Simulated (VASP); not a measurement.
# Si8HO16 (a cell with a defect) in VASP: single point with PBE

Aim: the single point of Si8HO16 (a cell with a defect) with PBE.

Everything below comes from runs of VASP 6.6.1. Logs are shortened: lines on timing, memory, paths and dates and some standing lists are left out, and cuts for length are marked.

## (1) The cell of the first run

The cell holds a defect, 25 atoms: a = 7.108 Å, b = 7.108 Å, c = 7.372 Å, α = 90.00°, β = 90.00°, γ = 90.00°.

## (2) Single point, PBE

Contents of INCAR:

```
  ALGO = Normal
  EDIFF = 1E-7
  ENCUT = 520
  GGA = PE
  ISIF = 2
  ISMEAR = 0
  LASPH = T
  LCHARG = F
  LREAL = Auto
  LWAVE = F
  NBANDS = 82
  NELECT = 128.0
  NELM = 80
  PREC = Accurate
  SIGMA = 0.02
```

Contents of KPOINTS:

```
Automatic mesh
0
Gamma
  2 2 2
  0.5 0.5 0.5
```

Contents of POSCAR:

```
Si8HO16
1.0
    5.0262964608     -5.0262964608      0.0000000000
   -5.0262964608     -5.0262964608      0.0000000000
    0.0000000000      0.0000000000     -7.3717295607
Si O H
8 16 1
Direct
    0.5092270394      0.4992014184     -0.0008085224
    0.0074141853      0.4997847120      0.4932248981
    0.0163454317      1.0142748648      1.0075526054
    0.5048625365      1.0056435561      0.4969346000
    0.7569192064      0.2508364102      0.2471245373
    0.2590418019      0.2557035504      0.7456422183
    0.2618676914      0.7480397724      0.2512093809
    0.7429587824      0.7478582399      0.7368205282
    0.9304940235      0.3260399046      0.3715901335
    0.4311266330      0.3318524786      0.8699338087
    0.4308199583      0.8282972532      0.3771014025
    0.9387484941      0.8236821896      0.8691202563
    0.8344273796      0.0758862215      0.1209279884
    0.3315751255      0.0836695104      0.6191380260
    0.3369718129      0.5779660442      0.1228689498
    0.8360132949      0.5819127316      0.6200816883
    0.6837967402      0.4222123516      0.1198337066
    0.1746939299      0.4304138527      0.6283592767
    0.1839315833      0.9166539615      0.1184345358
    0.6773516444      0.9314126015      0.6279398559
    0.5846846291      0.1734847942      0.3699651520
    0.0871698092      0.1756156367      0.8725744046
    0.0851523901      0.6725474791      0.3702449035
    0.5867662778      0.6757632609      0.8767546431
    0.0375075746      0.7273324184      0.8641424705
```

Potentials or basis: VASP PAW PBE potentials, release 64 (Si, O, H).

Started as:

```console
$ cat potpaw_PBE.64/Si/POTCAR potpaw_PBE.64/O/POTCAR potpaw_PBE.64/H/POTCAR > POTCAR
$ mpirun -np 1 vasp_std > vasp.out
```

OUTCAR:

```text
EDIFF = 1E-7
   ENCUT = 520
   GGA = PE
   ISIF = 2
   ISMEAR = 0
   LASPH = T
   LREAL = Auto
   NELECT = 128.0
   NELM = 80
   PREC = Accurate

 ion  position               nearest neighbor table
   1  0.509  0.499  0.999-  17 1.62  10 1.62  15 1.63  24 1.64   5 3.09   8 3.10   6 3.11   7 3.11

   2  0.007  0.500  0.493-   9 1.62  23 1.62  18 1.63  16 1.64   7 3.09   5 3.10   6 3.11   8 3.14

   3  0.016  0.014  0.008-  22 1.60  13 1.60  19 1.60  12 1.78   5 3.06   6 3.11   7 3.14
   4  0.505  0.006  0.497-  21 1.62  14 1.62  11 1.63  20 1.65   8 3.06   6 3.09   7 3.10   5 3.10

   5  0.757  0.251  0.247-  21 1.62  17 1.62   9 1.63  13 1.65   3 3.06   1 3.09   2 3.10   4 3.10

   6  0.259  0.256  0.746-  10 1.62  14 1.62  18 1.63  22 1.64   4 3.09   3 3.11   1 3.11   2 3.11

   7  0.262  0.748  0.251-  11 1.62  23 1.62  15 1.63  19 1.64   2 3.09   4 3.10   1 3.11   3 3.14

   8  0.743  0.748  0.737-  24 1.60  20 1.60  16 1.60  12 1.78   4 3.06   1 3.10   2 3.14
   9  0.930  0.326  0.372-   2 1.62   5 1.63
  10  0.431  0.332  0.870-   6 1.62   1 1.62
  11  0.431  0.828  0.377-   7 1.62   4 1.63
  12  0.939  0.824  0.869-  25 0.98   8 1.78   3 1.78
  13  0.834  0.076  0.121-   3 1.60   5 1.65
  14  0.332  0.084  0.619-   6 1.62   4 1.62
  15  0.337  0.578  0.123-   7 1.63   1 1.63
  16  0.836  0.582  0.620-   8 1.60   2 1.64
  17  0.684  0.422  0.120-   1 1.62   5 1.62
  18  0.175  0.430  0.628-   6 1.63   2 1.63
  19  0.184  0.917  0.118-   3 1.60   7 1.64
  20  0.677  0.931  0.628-   8 1.60   4 1.65
  21  0.585  0.173  0.370-   5 1.62   4 1.62
  22  0.087  0.176  0.873-   3 1.60   6 1.64
  23  0.085  0.673  0.370-   2 1.62   7 1.62
  24  0.587  0.676  0.877-   8 1.60   1 1.64
  25  0.038  0.727  0.864-  12 0.98

  LATTYP: Found a simple tetragonal cell.
 ALAT       =     7.1082566234
 C/A-ratio  =     1.0370657605

  Lattice vectors:

 A1 = (   5.0262964608,  -5.0262964608,   0.0000000000)
 A2 = (  -5.0262964608,  -5.0262964608,   0.0000000000)
 A3 = (   0.0000000000,   0.0000000000,  -7.3717295607)

Analysis of symmetry for initial positions (statically):
=====================================================================
 Subroutine PRICEL returns:
 Original cell was already a primitive cell.

 Routine SETGRP: Setting up the symmetry group for a
 simple tetragonal supercell.

 Subroutine GETGRP returns: Found  1 space group operations
 (whereof  1 operations were pure point group operations)
[... 145 lines left out ...]
   IBRION =     -1    ionic relax: 0-MD 1-quasi-New 2-CG
   NFREE  =      0    steps in history (QN), initial steepest desc. (CG)
   ISIF   =      2    stress and relaxation
   ISYM   =      2    0-nonsym 1-usesym 2-fastsym
   POTIM  = 0.5000    time-step for ionic-motion
   TEBEG  =    0.0;   TEEND  =   0.0 temperature during run
   PSTRESS=    0.0 pullay stress
   NELECT =     128.0000    total number of electrons
   NUPDOWN=      -1.0000    fix difference up-down
   EMIN   =  10.00;   EMAX   =-10.00  energy-range for DOS
   EFERMI =   0.00;   METHOD = LEGACY
   ISMEAR =     0;   SIGMA  =   0.02  broadening in eV -4-tet -1-fermi 0-gaus
   EFERMI_NEDOS =   21; number of points for ismear=-14 and -15
   IALGO  =     38    algorithm
   IMIX   =      4    mixing-type and parameters
     AMIX     =   0.40;   BMIX     =  1.00
     AMIX_MAG =   1.60;   BMIX_MAG =  1.00
  volume/ion in A,a.u.               =      14.90       100.54
  Fermi-wavevector in a.u.,A,eV,Ry     =   1.146691  2.166931 17.890295  1.314900
  Thomas-Fermi vector in A             =   2.283374
   LORBIT       =      0    0 simple, 1 ext, 2 COOP (PROOUT), +10 PAW based schemes
   GGA     = PE    functional components
   LHFCALC =     F    Hartree Fock is set to
   AEXX    =    0.0000 exact exchange contribution
   IVDW    =     0    specifies the selected vdW correction
   LEPSILON=     F    determine dielectric tensor
   LRPA    =     F    only Hartree local field effects (RPA)
 non-spin polarized calculation
 Gauss-broadening in eV      SIGMA  =   0.02
  energy-cutoff  :      520.00
  volume of cell :      372.47
 maximum number of plane-waves:     10023
 NGX is ok and might be reduce to    54
   NGX = 27   NGY = 27   NGZ = 27

 number of electron     128.0000006 magnetization

 Free energy of the ion-electron system (eV)
  ---------------------------------------------------
  ext. energy  EPLUGINS =         0.00000000
  ---------------------------------------------------
  free energy    TOTEN  =      -194.80159958 eV

  energy without entropy =     -194.80159958  energy(sigma->0) =     -194.80159958

 E-fermi :  -0.4418     XC(G=0):  -8.0218

 val. band max:       -0.6156546754   @ k =   0.2500  -0.2500   0.2500
 cond. band min:       5.5378670294   @ k =  -0.2500  -0.2500   0.2500
 fundamental gap:      6.1535217048
 Fermi energy:        -0.4418174762

 k-point     1 :       0.2500    0.2500    0.2500
  band No.  band energies     occupation
      1     -21.0475      2.00000
      2     -19.4415      2.00000
      3     -19.0462      2.00000
      4     -19.0276      2.00000
      5     -18.9154      2.00000
      6     -18.4830      2.00000
[... 305 lines left out ...]
     75       8.9160      0.00000
     76       8.9996      0.00000
 [bands above 76 left out]

------------------------ aborting loop because EDIFF is reached ----------------------------------------

  FORCE on cell =-STRESS in cart. coord.  units (eV):
  Direction    XX          YY          ZZ          XY          YZ          ZX
  --------------------------------------------------------------------------------------
  -------------------------------------------------------------------------------------
  Total       -6.5942425     -7.2112038     -6.7973357     -0.0305166     -1.2463141     -0.0454781
  in kB      -28.3648116    -31.0186405    -29.2384073     -0.1312657     -5.3609592     -0.1956219
  external PRESSURE =     -29.5406198 kB  Pullay stress =       0.0000000 kB

 VOLUME and BASIS-vectors are now :
 -----------------------------------------------------------------------------
  energy-cutoff  :      520.00
  volume of cell :      372.47
      direct lattice vectors                 reciprocal lattice vectors
     5.026296461 -5.026296461  0.000000000     0.099476822 -0.099476822  0.000000000
    -5.026296461 -5.026296461  0.000000000    -0.099476822 -0.099476822  0.000000000
     0.000000000  0.000000000 -7.371729561     0.000000000  0.000000000 -0.135653376

 POSITION                                       TOTAL-FORCE (eV/Angst)
 -----------------------------------------------------------------------------------
      0.05039     -5.06866     -7.36577         0.003778     -0.002080     -0.008512
     -2.47480     -2.54933     -3.63592         0.000323      0.008061      0.003928
      0.01041     -0.15391     -0.05568        -0.017256      0.031226      0.023735
      2.50922     -2.56595     -3.66327        -0.001677     -0.007069      0.004594
      2.54372     -5.06528     -1.82174         0.008304      0.009875     -0.005866
      0.01678     -2.58726     -5.49667        -0.002202      0.013024     -0.001472
[... 17 lines left out ...]
     -0.44733     -6.34585     -6.46320         0.004565      0.018829     -0.010711
     -3.46726     -3.84431     -6.37022         0.077630     -0.003449     -0.000987
 -----------------------------------------------------------------------------------
    total drift:                                0.002087      0.000138     -0.002969

  FREE ENERGIE OF THE ION-ELECTRON SYSTEM (eV)
  ---------------------------------------------------
  free  energy   TOTEN  =      -194.8015995848 eV

  energy  without entropy=     -194.8015995848  energy(sigma->0) =     -194.80159958
```

OSZICAR:

```text
N       E                     dE             d eps       ncg     rms          rms(c)
DAV:   1     0.891023592347E+03    0.89102E+03   -0.65055E+04   656   0.140E+03
DAV:   2    -0.140251959346E+03   -0.10313E+04   -0.10077E+04   824   0.331E+02
DAV:   3    -0.218110964988E+03   -0.77859E+02   -0.77496E+02   792   0.982E+01
DAV:   4    -0.219386904393E+03   -0.12759E+01   -0.12724E+01   784   0.136E+01
DAV:   5    -0.219416461051E+03   -0.29557E-01   -0.29520E-01   800   0.197E+00    0.402E+01
DAV:   6    -0.194852916233E+03    0.24564E+02   -0.10574E+02   768   0.344E+01    0.184E+01
DAV:   7    -0.194843789105E+03    0.91271E-02   -0.32021E+00   856   0.605E+00    0.708E+00
DAV:   8    -0.194790845709E+03    0.52943E-01   -0.18655E-01   800   0.210E+00    0.272E+00
DAV:   9    -0.194796482733E+03   -0.56370E-02   -0.77982E-02   800   0.144E+00    0.472E-01
DAV:  10    -0.194801078411E+03   -0.45957E-02   -0.17728E-02   784   0.525E-01    0.253E-01
DAV:  11    -0.194801282703E+03   -0.20429E-03   -0.13296E-03   784   0.154E-01    0.138E-01
DAV:  12    -0.194801610830E+03   -0.32813E-03   -0.12566E-03   736   0.140E-01    0.568E-02
DAV:  13    -0.194801594159E+03    0.16670E-04   -0.10957E-04   824   0.547E-02    0.395E-02
DAV:  14    -0.194801598526E+03   -0.43670E-05   -0.10292E-04   776   0.464E-02    0.187E-02
DAV:  15    -0.194801599213E+03   -0.68625E-06   -0.11911E-05   736   0.158E-02    0.967E-03
DAV:  16    -0.194801599528E+03   -0.31539E-06   -0.45101E-06   760   0.914E-03    0.228E-03
DAV:  17    -0.194801599585E+03   -0.56800E-07   -0.81186E-07   784   0.412E-03
   1 F= -.19480160E+03 E0= -.19480160E+03  d E =-.543419E-35
```

stdout:

```text
POSCAR found type information on POSCAR SiO H
 POSCAR found :  3 types and      25 ions
 scaLAPACK will be used
 LDA part: xc-table for (Slater+PW92), standard interpolation
 POSCAR, INCAR and KPOINTS ok, starting setup
 FFT: planning ... GRIDC
 FFT: planning ... GRID_SOFT
 FFT: planning ... GRID
 WAVECAR not read
 entering main loop
 the old and the new charge density differ
 old charge density:   129.00000 new  128.00000
    0.402E+01
```

Wall time 3.7 min (1 thread of Intel Xeon Platinum 8488C (Sapphire Rapids), shared host); peak memory 0.41 GiB.

What came out:

- Free energy: -194.8016 eV
- Largest force: 0.078 eV/Å

Forces on the atoms (eV/Å):
```
Si   0.004 -0.002 -0.009
Si   0.000  0.008  0.004
Si  -0.017  0.031  0.024
Si  -0.002 -0.007  0.005
Si   0.008  0.010 -0.006
Si  -0.002  0.013 -0.001
Si  -0.003 -0.009 -0.004
Si  -0.019 -0.042 -0.010
O   -0.006 -0.003 -0.002
O   -0.007 -0.005 -0.004
O   -0.004  0.004  0.007
O   -0.053 -0.002 -0.007
O   -0.012  0.000 -0.006
O   -0.003 -0.007 -0.004
O    0.003 -0.005  0.011
O    0.010 -0.006  0.002
O   -0.007  0.000  0.007
O   -0.004  0.002  0.000
O    0.018  0.012 -0.003
O    0.001  0.000  0.003
O    0.006  0.000 -0.002
O    0.007 -0.011  0.014
O    0.001  0.003 -0.005
O    0.005  0.019 -0.011
H    0.078 -0.003 -0.001
```

Caveat: the cell carries a net charge on a neutralising background, which shifts energy and pressure; the cell is charged against a uniform background, so pressure and absolute levels hang on convention.
